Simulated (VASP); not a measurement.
Set up this calculation in VASP 6.6.1, as the native input.

| Item | Value |
| --- | --- |
| Task | single point |
| Functional | PBE |
| Potentials or basis | VASP PAW PBE potentials, release 64 (Si, O) |
| Cutoff | 520 eV |
| k mesh | 5 × 5 × 4 |
| Occupations | fermi-dirac, width 0.02 eV |
| Spin | no spin polarisation |
| Dipole correction | no |
| Further INCAR settings | ALGO = Normal; EDIFF = 1e-06; NBANDS = 44 |

The structure of SiO2 (Cristobalite) lies in POSCAR:

```
SiO2
1.0
    4.6820000000      0.0000000000      0.0000000000
    0.0000000000      4.6820000000      0.0000000000
    0.0000000000      0.0000000000      6.3110000000
Si O
4 8
Direct
    0.3336226887      0.3336226887      0.0000000000
    0.1663773113      0.8336226887      0.2500000000
    0.6663773113      0.6663773113      0.5000000000
    0.8336226887      0.1663773113      0.7500000000
    0.2241128127      0.1711270443      0.2124356587
    0.3288729557      0.7241128127      0.4624356587
    0.7758871873      0.8288729557      0.7124356587
    0.6711270443      0.2758871873      0.9624356587
    0.7241128127      0.3288729557      0.5375643413
    0.8288729557      0.7758871873      0.2875643413
    0.2758871873      0.6711270443      0.0375643413
    0.1711270443      0.2241128127      0.7875643413
```

One way to write it, as run:

INCAR

```
PREC     = Accurate       # precision mode
ENCUT    = 520            # plane-wave cutoff, eV
EDIFF    = 1E-6           # SCF threshold, eV
ISMEAR   = -1             # smearing method
SIGMA    = 0.02           # smearing width, eV
LREAL    = F              # projectors in reciprocal space
LASPH    = T              # aspherical terms in the spheres
NELM     = 80             # most SCF steps
ALGO     = Normal         # electronic algorithm
ISIF     = 2              # what is computed and relaxed
LWAVE    = F              # write WAVECAR
LCHARG   = F              # write CHGCAR
GGA      = PE             # functional
NBANDS   = 44             # bands
```

KPOINTS

```
regular mesh
0
Gamma
  5 5 4
```

Potentials or basis: VASP PAW PBE potentials, release 64 (Si, O).

Launch:

```console
$ cat potpaw_PBE.64/Si/POTCAR potpaw_PBE.64/O/POTCAR > POTCAR
$ mpirun -np 1 vasp_std > vasp.out
```

It gave:

The pressure is 8.3 GPa. The largest force is 0.059 eV/Å. The band gap on the k mesh is 5.88 eV, direct.

Wall time 110 s on 1 thread of Intel(R) Xeon(R) Platinum 8375C CPU @ 2.90GHz (Ice Lake) (shared host), peak memory 0.26 GiB.
